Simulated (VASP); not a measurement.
# AlH5 in VASP: further runs

Runs on AlH5. Level: PBE. Tasks: single point, relaxation of cell and atoms.

Everything below comes from runs of VASP 6.6.1. Logs are shortened: lines on timing, memory, paths and dates and some standing lists are left out, and cuts for length are marked.

### 1 The cell of the first run

The structure is orthorhombic, space group Amm2 (No. 38). The conventional cell has a = 4.622 Å, b = 6.528 Å, c = 3.665 Å, α = 90.00°, β = 90.00°, γ = 90.00°. Within 2.4 Å of Al (site symmetry mm2) lie 6 H at 1.83 to 2.17 Å. Within 1.1 Å of H (site symmetry 1) lie 1 H at 0.81 Å. H (site symmetry mm2) has 2 Al at 1.83 to 1.84 Å within 2.4 Å.

The cell was generated, and may not be a known phase.

### 2 Single point, PBE

The input, INCAR:

```
ALGO = Normal ; EDIFF = 1E-7
ENCUT = 520 ; GGA = PE
ISIF = 2 ; ISMEAR = 0
LASPH = T ; LCHARG = F
LREAL = F ; LWAVE = F
NBANDS = 13 ; NELM = 60
PREC = Accurate ; SIGMA = 0.1
```

The input, KPOINTS:

```
k-points
0
Gamma
  4 6 6
```

The input, POSCAR:

```
AlH5
1.0
    4.6218896932      0.0000000000      0.0000000000
    0.0000000000      3.2641318110      1.8327344813
    0.0000000000     -3.2641318110      1.8327344813
Al H
1 5
Direct
    0.0000000000      0.5420430951      0.5420430951
    0.4124982764      0.3873131829      0.7045222931
    0.5875017236      0.7045222931      0.3873131829
    0.4124982764      0.7045222931      0.3873131829
    0.5875017236      0.3873131829      0.7045222931
    0.0000000000      1.0431386330      1.0431386330
```

Potentials or basis: VASP PAW PBE potentials, release 64 (Al, H).

The run is started by

```console
$ cat potpaw_PBE.64/Al/POTCAR potpaw_PBE.64/H/POTCAR > POTCAR
$ mpirun -np 1 vasp_std > vasp.out
```

OUTCAR:

```text
EDIFF = 1E-7
   ENCUT = 520
   GGA = PE
   ISIF = 2
   ISMEAR = 0
   LASPH = T
   LREAL = F
   NELM = 60
   PREC = Accurate

 ion  position               nearest neighbor table
   1  0.000  0.542  0.542-   6 1.83   6 1.84
   2  0.412  0.387  0.705-   5 0.81
   3  0.588  0.705  0.387-   4 0.81
   4  0.412  0.705  0.387-   3 0.81
   5  0.588  0.387  0.705-   2 0.81
   6  0.000  0.043  0.043-   1 1.83   1 1.84

  LATTYP: Found a base centered orthorhombic cell.
 ALAT       =     3.6654689626
 B/A-ratio  =     1.7810172965
 C/A-ratio  =     1.2609272484

  Lattice vectors:

 A1 = (   0.0000000000,   3.2641318110,   1.8327344813)
 A2 = (   0.0000000000,  -3.2641318110,   1.8327344813)
 A3 = (   4.6218896932,   0.0000000000,   0.0000000000)

Analysis of symmetry for initial positions (statically):
=====================================================================
 Subroutine PRICEL returns:
 Original cell was already a primitive cell.

 Routine SETGRP: Setting up the symmetry group for a
 base centered orthorhombic supercell.

 Subroutine GETGRP returns: Found  4 space group operations
 (whereof  4 operations were pure point group operations)
 out of a pool of  8 trial point group operations.

The static configuration has the point symmetry C_2v.

Analysis of symmetry for dynamics (positions and initial velocities):
=====================================================================
 Subroutine PRICEL returns:
 Original cell was already a primitive cell.

 Routine SETGRP: Setting up the symmetry group for a
 base centered orthorhombic supercell.

 Subroutine GETGRP returns: Found  4 space group operations
 (whereof  4 operations were pure point group operations)
 out of a pool of  8 trial point group operations.

The dynamic configuration has the point symmetry C_2v.

 Subroutine INISYM returns: Found  4 space group operations
 (whereof  4 operations are pure point group operations),
 and found     1 'primitive' translations

----------------------------------------------------------------------------------------

                                     Primitive cell

  volume of cell :      55.2989

  direct lattice vectors                    reciprocal lattice vectors
     4.621889693  0.000000000  0.000000000     0.216361719  0.000000000  0.000000000
     0.000000000  3.264131811  1.832734481     0.000000000  0.153180089  0.272816387
     0.000000000 -3.264131811  1.832734481     0.000000000 -0.153180089  0.272816387

  length of vectors
     4.621889693  3.743457247  3.743457247     0.216361719  0.312878444  0.312878444

  position of ions in fractional coordinates (direct lattice)
     0.000000000  0.542043095  0.542043095
     0.412498276  0.387313183  0.704522293
     0.587501724  0.704522293  0.387313183
     0.412498276  0.704522293  0.387313183
     0.587501724  0.387313183  0.704522293
     0.000000000  0.043138633  0.043138633

  ion indices of the primitive-cell ions
   primitive index   ion index
                 1           1
                 2           2
                 3           3
                 4           4
                 5           5
                 6           6

----------------------------------------------------------------------------------------

 KPOINTS: k-points

Automatic generation of k-mesh.
 Grid dimensions read from file:
 generate k-points for:    4    6    6

 Generating k-lattice:

  Cartesian coordinates                     Fractional coordinates (reciprocal lattice)
     0.054090430  0.000000000  0.000000000     0.250000000  0.000000000  0.000000000
     0.000000000  0.025530015  0.045469398     0.000000000  0.166666667  0.000000000
     0.000000000 -0.025530015  0.045469398     0.000000000  0.000000000  0.166666667

  Length of vectors
     0.054090430  0.052146407  0.052146407

  Shift w.r.t. Gamma in fractional coordinates (k-lattice)
     0.000000000  0.000000000  0.000000000

 Subroutine IBZKPT returns following result:
 ===========================================

 Found     39 irreducible k-points:

 Following reciprocal coordinates:
            Coordinates               Weight
  0.000000  0.000000  0.000000      1.000000
  0.250000  0.000000  0.000000      2.000000
  0.500000  0.000000  0.000000      1.000000
  0.000000  0.166667 -0.000000      4.000000
  0.250000  0.166667 -0.000000      8.000000
  0.500000  0.166667 -0.000000      4.000000
[... 16 lines left out ...]
  0.250000 -0.333333  0.166667      8.000000
  0.500000 -0.333333  0.166667      4.000000
 [... further k-points ...]
   k-points           NKPTS =     39   k-points in BZ     NKDIM =     39   number of bands    NBANDS=     13
   number of dos      NEDOS =    301   number of ions     NIONS =      6
   total plane-waves  NPLWV =  28224
   dimension x,y,z NGX =    36 NGY =   28 NGZ =   28
   dimension x,y,z NGXF=    72 NGYF=   56 NGZF=   56
   ions per type =               1   5
   NGX,Y,Z   is equivalent  to a cutoff of  12.95, 12.43, 12.43 a.u.
   NGXF,Y,Z  is equivalent  to a cutoff of  25.90, 24.87, 24.87 a.u.
 SYSTEM =  unknown system
   PREC   = accura    normal or accurate (medium, high low for compatibility)
   ISTART =      0    job   : 0-new  1-cont  2-samecut
   ICHARG =      2    charge: 1-file 2-atom 10-const
   ISPIN  =      1    spin polarized calculation?
   LNONCOLLINEAR =      F non collinear calculations
   LSORBIT =      F    spin-orbit coupling
   LASPH  =      T    aspherical Exc in radial PAW
   ENCUT  =  520.0 eV  38.22 Ry    6.18 a.u.   8.59  6.96  6.96*2*pi/ulx,y,z
   NELM   =     60;   NELMIN=  2; NELMDL= -5     # of ELM steps
   EDIFF  = 0.1E-06   stopping-criterion for ELM
   LREAL  =      F    real-space projection
   EDIFFG = 0.1E-05   stopping-criterion for IOM
   NSW    =      0    number of steps for IOM
   IBRION =     -1    ionic relax: 0-MD 1-quasi-New 2-CG
   NFREE  =      0    steps in history (QN), initial steepest desc. (CG)
   ISIF   =      2    stress and relaxation
   ISYM   =      2    0-nonsym 1-usesym 2-fastsym
   POTIM  = 0.5000    time-step for ionic-motion
   TEBEG  =    0.0;   TEEND  =   0.0 temperature during run
   PSTRESS=    0.0 pullay stress
   NELECT =       8.0000    total number of electrons
   NUPDOWN=      -1.0000    fix difference up-down
   EMIN   =  10.00;   EMAX   =-10.00  energy-range for DOS
   EFERMI =   0.00;   METHOD = LEGACY
   ISMEAR =     0;   SIGMA  =   0.10  broadening in eV -4-tet -1-fermi 0-gaus
   EFERMI_NEDOS =   21; number of points for ismear=-14 and -15
   IALGO  =     38    algorithm
   IMIX   =      4    mixing-type and parameters
     AMIX     =   0.40;   BMIX     =  1.00
     AMIX_MAG =   1.60;   BMIX_MAG =  1.00
  volume/ion in A,a.u.               =       9.22        62.20
  Fermi-wavevector in a.u.,A,eV,Ry     =   0.859408  1.624045 10.049012  0.738582
  Thomas-Fermi vector in A             =   1.976758
   LORBIT       =      0    0 simple, 1 ext, 2 COOP (PROOUT), +10 PAW based schemes
   GGA     = PE    functional components
   LHFCALC =     F    Hartree Fock is set to
   AEXX    =    0.0000 exact exchange contribution
   IVDW    =     0    specifies the selected vdW correction
   LEPSILON=     F    determine dielectric tensor
   LRPA    =     F    only Hartree local field effects (RPA)
 non-spin polarized calculation
 Gauss-broadening in eV      SIGMA  =   0.10
  energy-cutoff  :      520.00
  volume of cell :       55.30
 maximum number of plane-waves:      1510
 NGX is ok and might be reduce to    36
   NGX = 17   NGY = 13   NGZ = 13

 number of electron       7.9999999 magnetization

 Free energy of the ion-electron system (eV)
  ---------------------------------------------------
  ext. energy  EPLUGINS =         0.00000000
  ---------------------------------------------------
  free energy    TOTEN  =       -18.45306817 eV

  energy without entropy =      -18.44659344  energy(sigma->0) =      -18.44983081

 E-fermi :   1.2742     XC(G=0):  -7.9294

 val. band max:        1.2660982443   @ k =   0.0000  -0.3333   0.3333
 cond. band min:       1.2998796601   @ k =   0.2500   0.5000   0.3333
 fundamental gap:      0.0337814158
 Fermi energy:         1.2742440393

 k-point     1 :       0.0000    0.0000    0.0000
  band No.  band energies     occupation
      1      -9.0266      2.00000
      2      -4.3436      2.00000
      3      -2.8483      2.00000
      4      -0.0109      2.00000
      5       4.8568      0.00000
      6       6.2240      0.00000
      7       7.7114      0.00000
      8       8.3339      0.00000
      9       9.2124      0.00000
     10       9.4869      0.00000
     11      11.8664      0.00000
     12      12.4177      0.00000
     13      13.8008      0.00000

 k-point     2 :       0.2500    0.0000    0.0000
  band No.  band energies     occupation
      1      -8.7160      2.00000
      2      -5.4263      2.00000
      3      -2.8042      2.00000
      4       1.3386      0.36261
      5       5.1189      0.00000
      6       6.3595      0.00000
      7       6.3895      0.00000
      8       8.6449      0.00000
      9       9.8651      0.00000
     10      10.8308      0.00000
     11      10.9344      0.00000
     12      12.3760      0.00000
     13      12.5119      0.00000

 k-point     3 :       0.5000    0.0000    0.0000
  band No.  band energies     occupation
      1      -8.2155      2.00000
      2      -6.4604      2.00000
      3      -2.7581      2.00000
      4       2.5417      0.00000
      5       5.5524      0.00000
      6       5.7106      0.00000
      7       6.5134      0.00000
      8       8.9175      0.00000
      9      10.2677      0.00000
     10      10.5619      0.00000
     11      10.8520      0.00000
     12      11.6356      0.00000
     13      12.0277      0.00000

 k-point     4 :       0.0000    0.1667   -0.0000
  band No.  band energies     occupation
      1      -8.7315      2.00000
      2      -4.1485      2.00000
      3      -3.2662      2.00000
      4       0.3017      2.00000
      5       2.8772      0.00000
      6       6.3004      0.00000
      7       7.7543      0.00000
      8       8.3516      0.00000
      9       8.4096      0.00000
     10      10.2365      0.00000
     11      11.3101      0.00000
     12      11.6240      0.00000
     13      13.8415      0.00000

 k-point     5 :       0.2500    0.1667   -0.0000
  band No.  band energies     occupation
      1      -8.4337      2.00000
      2      -5.1335      2.00000
      3      -3.2100      2.00000
      4       1.0144      1.99976
      5       3.8360      0.00000
      6       5.3407      0.00000
      7       7.5763      0.00000
      8       8.1001      0.00000
      9       9.3228      0.00000
     10      10.0796      0.00000
     11      11.0757      0.00000
     12      12.2338      0.00000
     13      12.9118      0.00000
[... 257 lines left out ...]
 k-point    22 :       0.0000   -0.3333    0.1667
  band No.  band energies     occupation
      1      -8.1530      2.00000
      2      -4.2596      2.00000
      3      -3.8269      2.00000
      4       0.9282      2.00000
      5       2.3143      0.00000
      6       4.1164      0.00000
      7       6.5015      0.00000
      8       7.4743      0.00000
      9       9.0832      0.00000
     10      10.5437      0.00000
     11      10.6998      0.00000
     12      12.6961      0.00000
     13      14.9113      0.00000

 k-point    23 :       0.2500   -0.3333    0.1667
  band No.  band energies     occupation
      1      -7.8744      2.00000
      2      -4.7172      2.00000
      3      -4.0706      2.00000
      4       0.7742      2.00000
      5       3.0081      0.00000
      6       3.9293      0.00000
      7       6.8465      0.00000
      8       7.8461      0.00000
      9       9.2838      0.00000
     10      10.2314      0.00000
     11      11.8729      0.00000
     12      12.8634      0.00000
     13      13.4922      0.00000

 k-point    24 :       0.5000   -0.3333    0.1667
  band No.  band energies     occupation
      1      -7.4580      2.00000
      2      -5.5238      2.00000
      3      -3.9974      2.00000
      4       0.8165      2.00000
      5       2.3155      0.00000
      6       5.2371      0.00000
      7       7.1444      0.00000
      8       8.3672      0.00000
      9       9.4678      0.00000
     10      10.2566      0.00000
     11      10.9698      0.00000
     12      13.1153      0.00000
     13      13.6772      0.00000

 [... further k-points ...]
[... 5 lines left out ...]
  --------------------------------------------------------------------------------------
  -------------------------------------------------------------------------------------
  Total       -0.0003611      0.0098340     -0.1860659      0.0000000      0.0000000      0.0000000
  in kB       -0.0104623      0.2849193     -5.3908912      0.0000000      0.0000000      0.0000000
  external PRESSURE =      -1.7054781 kB  Pullay stress =       0.0000000 kB

 VOLUME and BASIS-vectors are now :
 -----------------------------------------------------------------------------
  energy-cutoff  :      520.00
  volume of cell :       55.30
      direct lattice vectors                 reciprocal lattice vectors
     4.621889693  0.000000000  0.000000000     0.216361719  0.000000000  0.000000000
     0.000000000  3.264131811  1.832734481     0.000000000  0.153180089  0.272816387
     0.000000000 -3.264131811  1.832734481     0.000000000 -0.153180089  0.272816387

 POSITION                                       TOTAL-FORCE (eV/Angst)
 -----------------------------------------------------------------------------------
      0.00000      0.00000      1.98684         0.000000     -0.000000      0.018824
      1.90652     -1.03541      2.00104        -0.017363     -0.026363     -0.002177
      2.71537      1.03541      2.00104         0.017363      0.026363     -0.002177
      1.90652      1.03541      2.00104        -0.017363      0.026363     -0.002177
      2.71537     -1.03541      2.00104         0.017363     -0.026363     -0.002177
      0.00000      0.00000      0.15812         0.000000     -0.000000     -0.010117
 -----------------------------------------------------------------------------------
    total drift:                                0.000000      0.000000      0.000016

  FREE ENERGIE OF THE ION-ELECTRON SYSTEM (eV)
  ---------------------------------------------------
  free  energy   TOTEN  =       -18.4530681723 eV

  energy  without entropy=      -18.4465934406  energy(sigma->0) =      -18.44983081
```

Run time: 13 s. Hardware: 1 thread of Intel Xeon 6975P-C (Granite Rapids), shared host; peak memory 0.17 GiB.

Results:

| Item | Value |
| --- | --- |
| Free energy | -18.4531 eV |
| Pressure | -0.2 GPa |
| Largest force | 0.032 eV/Å |
| Band gap on the k mesh | zero (bands 4 and 5 overlap by 2.15 eV) |

Forces on the atoms (eV/Å):
```
Al   0.000  0.000  0.019
H   -0.017 -0.026 -0.002
H    0.017  0.026 -0.002
H   -0.017  0.026 -0.002
H    0.017 -0.026 -0.002
H    0.000  0.000 -0.010
```

### 3 Single point, PBE

This run uses another cell than the first one, of 8.79 Å³/atom.

The input, INCAR:

```
SYSTEM = AlH5
PREC = Accurate
ENCUT = 520
EDIFF = 1E-6
ISMEAR = 0
SIGMA = 0.1
LREAL = .False.
LASPH = .True.
NELM = 60
ALGO = Normal
ISIF = 2
LWAVE = .False.
LCHARG = .False.
GGA = PE
NBANDS = 13
```

The input, KPOINTS:

```
regular mesh
0
Gamma
  12 12 8
  0 0 0
```

The input, POSCAR:

```
AlH5
1.0
    1.7805828823     -3.3785630909      0.0000000000
    1.7805828823      3.3785630909      0.0000000000
    0.0000000000      0.0000000000      4.3849302462
Al H
1 5
Direct
    0.0000000000      0.0000000000      0.0000000000
    0.1533233981      0.8466766019      0.5959064575
    0.8466766019      0.1533233981      0.4040935425
    0.8466766019      0.1533233981      0.5959064575
    0.1533233981      0.8466766019      0.4040935425
    0.5000000000      0.5000000000      0.0000000000
```

Potentials or basis: VASP PAW PBE potentials, release 64 (Al, H).

The run is started by

```console
$ cat potpaw_PBE.64/Al/POTCAR potpaw_PBE.64/H/POTCAR > POTCAR
$ mpirun -np 1 vasp_std > vasp.out
```

Run time: 49 s. Hardware: 1 thread of Intel Xeon 6975P-C (Granite Rapids), shared host; peak memory 0.25 GiB.

Results (log left out):

| Quantity | Value |
| --- | --- |
| Free energy | -18.5215 eV |
| Pressure | -0.2 GPa |
| Largest force | 0.006 eV/Å |
| Band gap on the k mesh | zero (bands 4 and 5 overlap by 2.54 eV) |

Forces in eV/Å, atoms in the order of the input:
```
Al   0.000  0.000  0.000
H    0.000  0.000  0.006
H    0.000  0.000 -0.006
H    0.000  0.000  0.006
H    0.000  0.000 -0.006
H    0.000  0.000  0.000
```

Levels at points of the mesh, in eV from the Fermi level:
```
           k point  band 2  band 3  band 4  band 5  band 6  band 7
(0.00, 0.00, 0.00)   -5.36   -4.38   -1.34    3.83    5.05    6.22
(0.50, 0.00, 0.00)   -6.61   -4.83   -0.39    0.40    4.08    4.09
(0.50, 0.50, 0.00)   -7.94   -4.57    0.66    0.83    2.43    3.43
(0.00, 0.00, 0.50)   -7.94   -4.22    1.07    3.60    4.99    5.46
(0.50, 0.00, 0.50)   -6.04   -5.23   -3.94    1.20    3.51    5.42
(0.50, 0.50, 0.50)   -7.33   -6.51   -2.27    1.49    4.08    4.29
```

(Part 1 of 2 ends here.)

The gap in the log of VASP goes by the Fermi energy; the results here count the filled bands.